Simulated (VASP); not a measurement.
# CoSi2 (MoSi2 type) (I4/mmm) in VASP: notebook

The runs below take CoSi2 (MoSi2 type) through single point, with PBE.

All numbers are computed with VASP 6.6.1; they aren't measurements. Logs are shortened: lines on timing, memory, paths and dates and some standing lists are left out, and cuts for length are marked.

### Step 1. The cell of the first run

Symmetry: I4/mmm, No. 139, tetragonal system. Conventional cell: a = 2.934 Å, b = 2.934 Å, c = 6.709 Å, α = 90.00°, β = 90.00°, γ = 90.00°. Within 3.0 Å of Co (site symmetry 4/mmm) lie 10 Si at 2.25 to 2.35 Å and 4 Co at 2.93 Å. Within 2.9 Å of Si (site symmetry 4mm) lie 5 Si at 2.21 to 2.37 Å and 5 Co at 2.25 to 2.35 Å.

### Step 2. Single point, PBE (volume scaled by 0.8)

The input, INCAR:

```
PREC = Accurate
ENCUT = 520
EDIFF = 1E-7
ISMEAR = -1
SIGMA = 0.05
LREAL = F
LASPH = T
NELM = 100
ALGO = Normal
ISIF = 2
LWAVE = F
LCHARG = F
GGA = PE
NBANDS = 16
```

The input, KPOINTS:

```
Automatic mesh
0
Gamma
  14 14 14
```

The input, POSCAR:

```
CoSi2
1.0
   -1.4671492580      1.4671492580      3.3545524148
    1.4671492580     -1.4671492580      3.3545524148
    1.4671492580      1.4671492580     -3.3545524148
Co Si
1 2
Direct
    0.0000000000      0.0000000000      0.0000000000
    0.3352097134      0.3352097134      0.0000000000
   -0.3352097134     -0.3352097134      0.0000000000
```

Potentials or basis: VASP PAW PBE potentials, release 64 (Co, Si).

Started as:

```
$ cat potpaw_PBE.64/Co/POTCAR potpaw_PBE.64/Si/POTCAR > POTCAR
$ mpirun -np 1 vasp_std > vasp.out
```

OUTCAR:

```text
PREC = Accurate
   ENCUT = 520
   EDIFF = 1E-7
   ISMEAR = -1
   LREAL = F
   LASPH = T
   NELM = 100
   ISIF = 2
   GGA = PE

 ion  position               nearest neighbor table
   1  0.000  0.000  0.000-   2 2.25   3 2.25   3 2.35   2 2.35   3 2.35   3 2.35   3 2.35   2 2.35
                             2 2.35   2 2.35
   2  0.335  0.335  0.000-   3 2.21   1 2.25   1 2.35   1 2.35   1 2.35   1 2.35   3 2.37   3 2.37
                             3 2.37   3 2.37
   3  0.665  0.665  0.000-   2 2.21   1 2.25   1 2.35   1 2.35   1 2.35   1 2.35   2 2.37   2 2.37
                             2 2.37   2 2.37

  LATTYP: Found a body centered tetragonal cell.
 ALAT       =     2.9342985160
 C/A-ratio  =     2.2864424983

  Lattice vectors:

 A1 = (  -1.4671492580,   1.4671492580,   3.3545524148)
 A2 = (   1.4671492580,  -1.4671492580,   3.3545524148)
 A3 = (   1.4671492580,   1.4671492580,  -3.3545524148)

Analysis of symmetry for initial positions (statically):
=====================================================================
 Subroutine PRICEL returns:
 Original cell was already a primitive cell.

 Routine SETGRP: Setting up the symmetry group for a
 body centered tetragonal supercell.

 Subroutine GETGRP returns: Found 16 space group operations
 (whereof 16 operations were pure point group operations)
 out of a pool of 16 trial point group operations.

The static configuration has the point symmetry D_4h.

Analysis of symmetry for dynamics (positions and initial velocities):
=====================================================================
 Subroutine PRICEL returns:
 Original cell was already a primitive cell.

 Routine SETGRP: Setting up the symmetry group for a
 body centered tetragonal supercell.

 Subroutine GETGRP returns: Found 16 space group operations
 (whereof 16 operations were pure point group operations)
 out of a pool of 16 trial point group operations.

The dynamic configuration has the point symmetry D_4h.

 Subroutine INISYM returns: Found 16 space group operations
 (whereof 16 operations are pure point group operations),
 and found     1 'primitive' translations

----------------------------------------------------------------------------------------

                                     Primitive cell

  volume of cell :      28.8831

  direct lattice vectors                    reciprocal lattice vectors
    -1.467149258  1.467149258  3.354552415     0.000000000  0.340796955  0.149051181
[... 85 lines left out ...]
   LASPH  =      T    aspherical Exc in radial PAW
   ENCUT  =  520.0 eV  38.22 Ry    6.18 a.u.   7.33  7.33  7.33*2*pi/ulx,y,z
   NELM   =    100;   NELMIN=  2; NELMDL= -5     # of ELM steps
   EDIFF  = 0.1E-06   stopping-criterion for ELM
   LREAL  =      F    real-space projection
   EDIFFG = 0.1E-05   stopping-criterion for IOM
   NSW    =      0    number of steps for IOM
   IBRION =     -1    ionic relax: 0-MD 1-quasi-New 2-CG
   NFREE  =      0    steps in history (QN), initial steepest desc. (CG)
   ISIF   =      2    stress and relaxation
   ISYM   =      2    0-nonsym 1-usesym 2-fastsym
   POTIM  = 0.5000    time-step for ionic-motion
   TEBEG  =    0.0;   TEEND  =   0.0 temperature during run
   PSTRESS=    0.0 pullay stress
   NELECT =      17.0000    total number of electrons
   NUPDOWN=      -1.0000    fix difference up-down
   EMIN   =  10.00;   EMAX   =-10.00  energy-range for DOS
   EFERMI =   0.00;   METHOD = LEGACY
   ISMEAR =    -1;   SIGMA  =   0.05  broadening in eV -4-tet -1-fermi 0-gaus
   EFERMI_NEDOS =   21; number of points for ismear=-14 and -15
   IALGO  =     38    algorithm
   IMIX   =      4    mixing-type and parameters
     AMIX     =   0.40;   BMIX     =  1.00
     AMIX_MAG =   1.60;   BMIX_MAG =  1.00
  volume/ion in A,a.u.               =       9.63        64.97
  Fermi-wavevector in a.u.,A,eV,Ry     =   1.371966  2.592640 25.610128  1.882291
  Thomas-Fermi vector in A             =   2.497616
   LORBIT       =      0    0 simple, 1 ext, 2 COOP (PROOUT), +10 PAW based schemes
   GGA     = PE    functional components
   LHFCALC =     F    Hartree Fock is set to
   AEXX    =    0.0000 exact exchange contribution
   IVDW    =     0    specifies the selected vdW correction
   LEPSILON=     F    determine dielectric tensor
   LRPA    =     F    only Hartree local field effects (RPA)
 non-spin polarized calculation
  energy-cutoff  :      520.00
  volume of cell :       28.88
 maximum number of plane-waves:       801
 NGX is ok and might be reduce to    30
   NGX = 15   NGY = 15   NGZ = 15

 number of electron      17.0000001 magnetization

 Free energy of the ion-electron system (eV)
  ---------------------------------------------------
  ext. energy  EPLUGINS =         0.00000000
  ---------------------------------------------------
  free energy    TOTEN  =       -17.08690763 eV

  energy without entropy =      -17.07775225  energy(sigma->0) =      -17.08232994

 E-fermi :  15.6602     XC(G=0): -13.2950

 val. band max:       15.6484766727   @ k =  -0.2857   0.2857   0.0000
 cond. band min:      15.6656617009   @ k =  -0.4286   0.1429   0.0714
 fundamental gap:      0.0171850282
 Fermi energy:        15.6601581943

 k-point     1 :       0.0000    0.0000    0.0000
  band No.  band energies     occupation
      1      -1.3294      2.00000
      2       8.1201      2.00000
      3      11.4297      2.00000
      4      11.4297      2.00000
      5      11.5364      2.00000
      6      12.0642      2.00000
[... 433 lines left out ...]
      3       8.5062      2.00000
      4      10.9394      2.00000
      5      11.4625      2.00000
      6      11.7871      2.00000
[... 8 lines left out ...]
     15      26.2009      0.00000
     16      27.1070      0.00000

 [... further k-points ...]
[... 5 lines left out ...]
  --------------------------------------------------------------------------------------
  -------------------------------------------------------------------------------------
  Total       11.2733992     11.2733992     11.3512483      0.0000000      0.0000000      0.0000000
  in kB      625.3487650    625.3487650    629.6671479      0.0000000      0.0000000      0.0000000
  external PRESSURE =     626.7882260 kB  Pullay stress =       0.0000000 kB

 VOLUME and BASIS-vectors are now :
 -----------------------------------------------------------------------------
  energy-cutoff  :      520.00
  volume of cell :       28.88
      direct lattice vectors                 reciprocal lattice vectors
    -1.467149258  1.467149258  3.354552415     0.000000000  0.340796955  0.149051181
     1.467149258 -1.467149258  3.354552415     0.340796955  0.000000000  0.149051181
     1.467149258  1.467149258 -3.354552415     0.340796955  0.340796955  0.000000000

 POSITION                                       TOTAL-FORCE (eV/Angst)
 -----------------------------------------------------------------------------------
      0.00000      0.00000      0.00000        -0.000000     -0.000000      0.000000
      0.00000      0.00000      2.24896        -0.000000     -0.000000      0.003826
      0.00000      0.00000      4.46015         0.000000      0.000000     -0.003826
 -----------------------------------------------------------------------------------
    total drift:                               -0.000000     -0.000000      0.000000

  FREE ENERGIE OF THE ION-ELECTRON SYSTEM (eV)
  ---------------------------------------------------
  free  energy   TOTEN  =       -17.0869076339 eV

  energy  without entropy=      -17.0777522550  energy(sigma->0) =      -17.08232994
```

OSZICAR:

```text
N       E                     dE             d eps       ncg     rms          rms(c)
DAV:   1     0.622341870291E+02    0.62234E+02   -0.69447E+03  7920   0.108E+03
DAV:   2    -0.158281069211E+02   -0.78062E+02   -0.69462E+02  8792   0.214E+02
DAV:   3    -0.189037811810E+02   -0.30757E+01   -0.30108E+01 10120   0.453E+01
DAV:   4    -0.189499767864E+02   -0.46196E-01   -0.46174E-01  9480   0.532E+00
DAV:   5    -0.189512345369E+02   -0.12578E-02   -0.12577E-02 10400   0.907E-01    0.195E+01
DAV:   6    -0.230316889393E+02   -0.40805E+01   -0.22434E+01  8288   0.114E+02    0.211E+01
DAV:   7    -0.170991408302E+02    0.59325E+01   -0.11484E+01  9048   0.928E+01    0.510E+00
DAV:   8    -0.171149966678E+02   -0.15856E-01   -0.73832E-01  9208   0.569E+00    0.227E+00
DAV:   9    -0.170872093905E+02    0.27787E-01   -0.37476E-02 10464   0.444E+00    0.333E-01
DAV:  10    -0.170869618426E+02    0.24755E-03   -0.27849E-03 12080   0.699E-01    0.124E-01
DAV:  11    -0.170869105675E+02    0.51275E-04   -0.16913E-04 11832   0.262E-01    0.439E-02
DAV:  12    -0.170869074196E+02    0.31479E-05   -0.98704E-06 12088   0.449E-02    0.162E-02
DAV:  13    -0.170869076804E+02   -0.26081E-06   -0.75665E-07 11040   0.103E-02    0.591E-03
DAV:  14    -0.170869076339E+02    0.46569E-07   -0.51085E-08  6584   0.202E-03
   1 F= -.17086908E+02 E0= -.17082330E+02  d E =-.915538E-02
```

stdout:

```text
POSCAR found type information on POSCAR CoSi
 POSCAR found :  2 types and       3 ions
 scaLAPACK will be used
 LDA part: xc-table for (Slater+PW92), standard interpolation
 POSCAR, INCAR and KPOINTS ok, starting setup
 FFT: planning ... GRIDC
 FFT: planning ... GRID_SOFT
 FFT: planning ... GRID
 WAVECAR not read
 entering main loop
```

It took 87 s on 1 thread of AMD EPYC 9R45 (Zen 5), shared host; peak memory 0.22 GiB.

What came out:

* Free energy: -17.0869 eV
* Pressure: 62.7 GPa
* Largest force: 0.004 eV/Å

Forces on the atoms (eV/Å):
```
Co   0.000  0.000  0.000
Si   0.000  0.000  0.004
Si   0.000  0.000 -0.004
```

Caveat: the cell differs from its parent crystal (volume scaled by 0.8).

### Step 3. Single point, PBE (volume scaled by 0.8)

The input, INCAR:

```
SYSTEM = CoSi2
PREC = Accurate
ENCUT = 520
EDIFF = 1E-7
ISMEAR = -1
SIGMA = 0.05
LREAL = .FALSE.
LASPH = .TRUE.
NELM = 80
ALGO = Normal
ISIF = 2
LWAVE = .FALSE.
LCHARG = .TRUE.
GGA = PE
LELF = .TRUE.
LVHAR = .TRUE.
NBANDS = 16
```

The input, KPOINTS:

```
Automatic mesh
0
G
  14 14 14
  0 0 0
```

POSCAR is that of step 2.

Potentials or basis: VASP PAW PBE potentials, release 64 (Co, Si).

Started as:

```
$ cat potpaw_PBE.64/Co/POTCAR potpaw_PBE.64/Si/POTCAR > POTCAR
$ mpirun -np 1 vasp_std > vasp.out
```

It took 91 s on 1 thread of AMD EPYC 9R45 (Zen 5), shared host; peak memory 0.22 GiB.

Results (log left out):

* Free energy: -17.0869 eV
* Pressure: 62.7 GPa
* Largest force: 0.004 eV/Å

Forces in eV/Å, atoms in the order of the input:
```
Co   0.000  0.000  0.000
Si   0.000  0.000  0.004
Si   0.000  0.000 -0.004
```

Stress tensor (GPa, compression positive):
```
62.53  0.00  0.00
 0.00 62.53  0.00
 0.00  0.00 62.97
```

Levels at points of the mesh, in eV from the Fermi level:
```csv
k point,band 6,band 7,band 8,band 9,band 10,band 11,band 12,band 13
"(0.00, 0.00, 0.00)",-3.60,-2.48,0.41,2.27,2.62,2.62,2.62,2.62
"(0.50, 0.00, 0.00)",-4.01,-3.02,-1.46,0.96,2.87,4.38,4.56,7.11
"(0.50, 0.50, 0.00)",-4.11,-4.04,-1.47,-0.99,-0.05,0.92,3.93,4.81
"(0.50, 0.50, 0.50)",-2.88,-2.39,-1.88,-1.88,3.46,4.31,9.14,9.55
```

Caveat: the cell differs from its parent crystal (volume scaled by 0.8).

### Step 4. Single point, PBE

This run uses another cell than the first one, of 10.59 Å³/atom, 1.100 times its volume.

The input, INCAR:

```
ALGO = Normal
EDIFF = 1E-6
ENCUT = 520
GGA = PE
ISIF = 2
ISMEAR = -1
LASPH = T
LCHARG = F
LREAL = F
LWAVE = F
NBANDS = 16
NELM = 80
PREC = Accurate
SIGMA = 0.05
```

The input, KPOINTS:

```
k-points
0
Gamma
  14 14 14
```

The input, POSCAR:

```
CoSi2
1.0
   -1.5230800318      1.5230800318      3.4239736611
    1.5230800318     -1.5230800318      3.4239736611
    1.5230800318      1.5230800318     -3.4239736611
Co Si
1 2
Direct
    0.0000000000      0.0000000000      0.0000000000
    0.3349940152      0.3349940152      0.0000000000
   -0.3349940152     -0.3349940152      0.0000000000
```

Potentials or basis: VASP PAW PBE potentials, release 64 (Co, Si).

Started as:

```
$ cat potpaw_PBE.64/Co/POTCAR potpaw_PBE.64/Si/POTCAR > POTCAR
$ mpirun -np 1 vasp_std > vasp.out
```

OUTCAR:

```text
EDIFF = 1E-6
   ENCUT = 520
   GGA = PE
   ISIF = 2
   ISMEAR = -1
   LASPH = T
   LREAL = F
   NELM = 80
   PREC = Accurate

 ion  position               nearest neighbor table
   1  0.000  0.000  0.000-   2 2.29   3 2.29   3 2.43   2 2.43   3 2.43   3 2.43   3 2.43   2 2.43
                             2 2.43   2 2.43
   2  0.335  0.335  0.000-   3 2.26   1 2.29   1 2.43   1 2.43   1 2.43   1 2.43   3 2.45   3 2.45
                             3 2.45   3 2.45
   3  0.665  0.665  0.000-   2 2.26   1 2.29   1 2.43   1 2.43   1 2.43   1 2.43   2 2.45   2 2.45
                             2 2.45   2 2.45

  LATTYP: Found a body centered tetragonal cell.
 ALAT       =     3.0461600636
 C/A-ratio  =     2.2480589264

  Lattice vectors:

 A1 = (  -1.5230800318,   1.5230800318,   3.4239736611)
 A2 = (   1.5230800318,  -1.5230800318,   3.4239736611)
 A3 = (   1.5230800318,   1.5230800318,  -3.4239736611)

Analysis of symmetry for initial positions (statically):
=====================================================================
 Subroutine PRICEL returns:
 Original cell was already a primitive cell.

 Routine SETGRP: Setting up the symmetry group for a
 body centered tetragonal supercell.

 Subroutine GETGRP returns: Found 16 space group operations
 (whereof 16 operations were pure point group operations)
 out of a pool of 16 trial point group operations.

The static configuration has the point symmetry D_4h.

Analysis of symmetry for dynamics (positions and initial velocities):
=====================================================================
 Subroutine PRICEL returns:
 Original cell was already a primitive cell.

 Routine SETGRP: Setting up the symmetry group for a
 body centered tetragonal supercell.

 Subroutine GETGRP returns: Found 16 space group operations
 (whereof 16 operations were pure point group operations)
[... 116 lines left out ...]
   NUPDOWN=      -1.0000    fix difference up-down
   EMIN   =  10.00;   EMAX   =-10.00  energy-range for DOS
   EFERMI =   0.00;   METHOD = LEGACY
   ISMEAR =    -1;   SIGMA  =   0.05  broadening in eV -4-tet -1-fermi 0-gaus
   EFERMI_NEDOS =   21; number of points for ismear=-14 and -15
   IALGO  =     38    algorithm
   IMIX   =      4    mixing-type and parameters
     AMIX     =   0.40;   BMIX     =  1.00
     AMIX_MAG =   1.60;   BMIX_MAG =  1.00
  volume/ion in A,a.u.               =      10.59        71.47
  Fermi-wavevector in a.u.,A,eV,Ry     =   1.329064  2.511567 24.033478  1.766411
  Thomas-Fermi vector in A             =   2.458254
   LORBIT       =      0    0 simple, 1 ext, 2 COOP (PROOUT), +10 PAW based schemes
   GGA     = PE    functional components
   LHFCALC =     F    Hartree Fock is set to
   AEXX    =    0.0000 exact exchange contribution
   IVDW    =     0    specifies the selected vdW correction
   LEPSILON=     F    determine dielectric tensor
   LRPA    =     F    only Hartree local field effects (RPA)
 non-spin polarized calculation
  energy-cutoff  :      520.00
  volume of cell :       31.77
 maximum number of plane-waves:       873
   NGX = 15   NGY = 15   NGZ = 15

 number of electron      17.0000002 magnetization

 Free energy of the ion-electron system (eV)
  ---------------------------------------------------
  ext. energy  EPLUGINS =         0.00000000
  ---------------------------------------------------
  free energy    TOTEN  =       -17.89048832 eV

  energy without entropy =      -17.88205165  energy(sigma->0) =      -17.88626999

 E-fermi :  13.9289     XC(G=0): -12.8226

 val. band max:       13.9244142244   @ k =  -0.2143  -0.4286   0.0714
 cond. band min:      13.9329874745   @ k =  -0.1429  -0.2143   0.1429
 fundamental gap:      0.0085732501
 Fermi energy:        13.9288984873

 k-point     1 :       0.0000    0.0000    0.0000
  band No.  band energies     occupation
      1      -2.0041      2.00000
      2       7.1908      2.00000
      3      10.1300      2.00000
      4      10.1300      2.00000
      5      10.4566      2.00000
      6      10.8631      2.00000
[... 433 lines left out ...]
      3       7.4506      2.00000
      4       9.7204      2.00000
      5      10.2199      2.00000
      6      10.5553      2.00000
[... 8 lines left out ...]
     15      23.8572      0.00000
     16      24.6664      0.00000

 [... further k-points ...]
[... 5 lines left out ...]
  --------------------------------------------------------------------------------------
  -------------------------------------------------------------------------------------
  Total        5.7293010      5.7293010      5.7931584      0.0000000      0.0000000      0.0000000
  in kB      288.9191775    288.9191775    292.1394000      0.0000000      0.0000000      0.0000000
  external PRESSURE =     289.9925850 kB  Pullay stress =       0.0000000 kB

 VOLUME and BASIS-vectors are now :
 -----------------------------------------------------------------------------
  energy-cutoff  :      520.00
  volume of cell :       31.77
      direct lattice vectors                 reciprocal lattice vectors
    -1.523080032  1.523080032  3.423973661     0.000000000  0.328282158  0.146029161
     1.523080032 -1.523080032  3.423973661     0.328282158  0.000000000  0.146029161
     1.523080032  1.523080032 -3.423973661     0.328282158  0.328282158  0.000000000

 POSITION                                       TOTAL-FORCE (eV/Angst)
 -----------------------------------------------------------------------------------
      0.00000      0.00000      0.00000         0.000000      0.000000      0.000000
      0.00000      0.00000      2.29402         0.000000      0.000000      0.003839
      0.00000      0.00000      4.55393        -0.000000     -0.000000     -0.003839
 -----------------------------------------------------------------------------------
    total drift:                               -0.000000      0.000000      0.000000

  FREE ENERGIE OF THE ION-ELECTRON SYSTEM (eV)
  ---------------------------------------------------
  free  energy   TOTEN  =       -17.8904883245 eV

  energy  without entropy=      -17.8820516524  energy(sigma->0) =      -17.88626999
```

OSZICAR:

```text
N       E                     dE             d eps       ncg     rms          rms(c)
DAV:   1     0.608252934409E+02    0.60825E+02   -0.68868E+03  7888   0.105E+03
DAV:   2    -0.166289814623E+02   -0.77454E+02   -0.69147E+02  8800   0.209E+02
DAV:   3    -0.196675356660E+02   -0.30386E+01   -0.29734E+01 10200   0.446E+01
DAV:   4    -0.197145568559E+02   -0.47021E-01   -0.47000E-01  9488   0.525E+00
DAV:   5    -0.197158837940E+02   -0.13269E-02   -0.13269E-02 10600   0.931E-01    0.172E+01
DAV:   6    -0.249495419880E+02   -0.52337E+01   -0.24409E+01  8144   0.116E+02    0.232E+01
DAV:   7    -0.178832360409E+02    0.70663E+01   -0.12310E+01  9024   0.947E+01    0.400E+00
DAV:   8    -0.179195357168E+02   -0.36300E-01   -0.95371E-01  9760   0.767E+00    0.225E+00
DAV:   9    -0.178909507676E+02    0.28585E-01   -0.57504E-02 10136   0.483E+00    0.375E-01
DAV:  10    -0.178906166910E+02    0.33408E-03   -0.33561E-03 12304   0.980E-01    0.159E-01
DAV:  11    -0.178904911403E+02    0.12555E-03   -0.35813E-04 11984   0.369E-01    0.467E-02
DAV:  12    -0.178904889497E+02    0.21906E-05   -0.16058E-05 10280   0.392E-02    0.959E-03
DAV:  13    -0.178904883245E+02    0.62514E-06   -0.91900E-07  7216   0.162E-02
   1 F= -.17890488E+02 E0= -.17886270E+02  d E =-.843667E-02
```

Run time: 86 s. Hardware: 1 thread of AMD EPYC 9R45 (Zen 5), shared host; peak memory 0.23 GiB.

What came out:

```
Free energy   : -17.8905 eV
Pressure      : 29.0 GPa
Largest force : 0.004 eV/Å
```

Forces in eV/Å, atoms in the order of the input:
```
Co   0.000  0.000  0.000
Si   0.000  0.000  0.004
Si   0.000  0.000 -0.004
```

(Continued in part 2 of 2.)
